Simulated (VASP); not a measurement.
## SiGe3: single point with PBE

The system is SiGe3.

```
Si Ge
1.0
     2.78687    0.00000    0.00000
    -1.39344    2.41350    0.00000
     0.00000    0.00000   11.12916
Si Ge
1 3
Cartesian
  0.0000 0.0000 0.0000
  0.0000 0.0000 2.6627
  0.0000 0.0000 5.5646
  0.0000 0.0000 8.4665
```

```yaml
Program: VASP 6.6.1
Task: single point
Functional: PBE
Potentials_or_basis: VASP PAW PBE potentials, release 64 (Si, Ge_d)
Cutoff: 520 eV
k_mesh: 6 × 6 × 2
Occupations: gaussian, width 0.1 eV
Spin: no spin polarisation
Dipole_correction: no
Further_INCAR_settings: ALGO = Normal; EDIFF = 1e-06; NBANDS = 31
```

| Property | Result |
| --- | --- |
| Pressure | 0.0 GPa |
| Largest force | 0.012 eV/Å |
| Band gap on the k mesh | zero (bands 23 and 24 overlap by 7.53 eV) |

Forces on the atoms (eV/Å):
```
Si   0.000  0.000  0.000
Ge   0.000  0.000  0.012
Ge   0.000  0.000  0.000
Ge   0.000  0.000 -0.012
```

Levels at points of the mesh, in eV from the Fermi level:
| k point | band 20 | band 21 | band 22 | band 23 | band 24 | band 25 | band 26 | band 27 |
| --- | --- | --- | --- | --- | --- | --- | --- | --- |
| (0.00, 0.00, 0.00) | -6.10 | -1.65 | -1.63 | 5.03 | 8.09 | 8.87 | 8.87 | 10.07 |
| (0.50, 0.00, 0.00) | -4.78 | -4.76 | -3.94 | -3.14 | -1.62 | 2.88 | 3.05 | 3.12 |
| (0.00, 0.00, 0.50) | -4.77 | -4.47 | 1.58 | 2.44 | 8.91 | 8.91 | 9.70 | 9.70 |
| (0.50, 0.00, 0.50) | -5.40 | -4.71 | -3.96 | -3.54 | -0.16 | 0.37 | 3.70 | 4.45 |

Run time: 15 s on 1 thread of Intel(R) Xeon(R) 6975P-C (Granite Rapids), with other jobs on the host, peak memory 0.2 GiB.

Caveat: the k points lie up to 0.43 Å⁻¹ apart, too coarse for converged energies and pressures of a metal.
